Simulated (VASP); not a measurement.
The system is Ni.

```
Ni
1.0
     0.00000    1.60254    1.60254
     1.60254    0.00000    1.60254
     1.60254    1.60254    0.00000
Ni
1
Direct
  0.00000 0.00000 0.00000
```

Program: VASP 6.6.1. Alike in all runs: task single point; level LDA; potentials or basis VASP PAW LDA potentials, release 64 (Ni); cell as given; k mesh 24 × 24 × 24; cutoff (eV) 520; smearing gaussian 0.15 eV.

Task: Order these runs on this cell by their pressure, lowest first.
A. spin off
B. spin collinear, ferromagnetic start; fixed moment (μB) 1.0
C. spin collinear, ferromagnetic start; fixed moment (μB) 0.75
D. spin collinear, ferromagnetic start; fixed moment (μB) 0.5

Result: A (78.7 GPa), D (80.3 GPa), C (83.0 GPa), B (88.5 GPa).

Caveats: the cell stands under pressure; the total moment is fixed, so each spin has its own Fermi level (at least some runs).
